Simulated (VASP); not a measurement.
A run of VASP 6.6.1:

INCAR

```
SYSTEM = LiGaO
PREC     = Accurate       ! precision mode
ENCUT    = 520            ! plane-wave cutoff, eV
EDIFF    = 1E-6           ! SCF threshold, eV
ISMEAR   = 0              ! smearing method
SIGMA    = 0.1            ! smearing width, eV
LREAL    = .False.        ! projectors in reciprocal space
LASPH    = .True.         ! aspherical terms in the spheres
NELM     = 80             ! most SCF steps
ALGO     = Normal         ! electronic algorithm
ISIF     = 2              ! what is computed and relaxed
LWAVE    = .False.        ! write WAVECAR
LCHARG   = .True.         ! write CHGCAR
GGA      = PE             ! functional
LELF     = .True.         ! ELF
LVHAR    = .True.       
NBANDS   = 18             ! bands
```

Contents of KPOINTS:

```
regular mesh
0
Gamma
  6 6 6
  0 0 0
```

The input POSCAR:

```
LiGaO
1.0
    3.5761120000      0.0000000000      0.0000000000
    0.0000000000      3.5761120000      0.0000000000
    0.0000000000      0.0000000000      3.1724190000
Li Ga O
1 1 1
Direct
    0.0000000000      0.0000000000      0.5000000000
    0.5000000000      0.5000000000      0.5000000000
    0.0000000000      0.0000000000      0.0000000000
```

Potentials or basis: VASP PAW PBE potentials, release 64 (Li_sv, Ga_d, O).

Command:

```bash
$ cat potpaw_PBE.64/Li_sv/POTCAR potpaw_PBE.64/Ga_d/POTCAR potpaw_PBE.64/O/POTCAR > POTCAR
$ mpirun -np 1 vasp_std > vasp.out
```

Hardware: 1 thread of Intel Xeon 8259CL, with other jobs on the host.

**Question.** How long does it take, and how much memory?

**Answer.** Wall time 45 s on 1 thread of Intel Xeon 8259CL, on a shared host, peak memory 0.17 GiB. Counts: scf iterations 15, k points 40.
